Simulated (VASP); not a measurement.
Here is a VASP 6.6.1 calculation.

The input POSCAR:

```
Rh
1.0
    1.8955930161     -4.2110663180      0.0000000000
    1.8955930161      4.2110663180      0.0000000000
    0.0000000000      0.0000000000      3.7827731897
Rh
4
Direct
    0.1428588570      0.8571411430      0.0001579210
    0.6428588570      0.3571411430      0.4998420790
    0.8571411430      0.1428588570      0.9998420790
    0.3571411430      0.6428588570      0.5001579210
```

The input INCAR.step1:

```
SYSTEM = Rh
PREC = Accurate
ENCUT = 520
ISMEAR = 0
SIGMA = 0.1
LREAL = .False.
LASPH = .True.
NELM = 60
NBANDS = 38
GGA = PE
ALGO = Normal
EDIFF = 1E-4
LWAVE = .True.
LCHARG = .False.
```

Contents of INCAR.step2:

```
SYSTEM = Rh
PREC = Accurate
ENCUT = 520
EDIFF = 1E-7
ISMEAR = 0
SIGMA = 0.1
LREAL = .False.
LASPH = .True.
NELM = 60
ALGO = Normal
ISIF = 2
LWAVE = .False.
LCHARG = .False.
METAGGA = R2SCAN
LMIXTAU = .True.
NBANDS = 38
ISTART = 1
```

KPOINTS

```
regular mesh
0
Gamma
  6 6 4
  0 0 0
```

Potentials or basis: VASP PAW PBE potentials, release 64 (Rh_pv).

Command:

```bash
$ cat potpaw_PBE.64/Rh_pv/POTCAR > POTCAR
$ cp INCAR.step1 INCAR
$ mpirun -np 1 vasp_std > vasp.out
$ cp INCAR.step2 INCAR
$ mpirun -np 1 vasp_std > vasp.out
```

Q: Predict the band gap on the k mesh.

A: Zero (bands 30 and 31 overlap by 1.69 eV).

Q: Predict the largest force.

A: 0.010 eV/Å.

Q: Predict the pressure.

A: 1.2 GPa.

Stress tensor (GPa, compression positive):
```
1.05 0.00 0.00
0.00 1.64 0.00
0.00 0.00 1.05
```

Caveat: the k points lie up to 0.42 Å⁻¹ apart, too coarse for converged energies and pressures of a metal; the PAW data sets were made with another functional, which shifts forces and pressure a little.
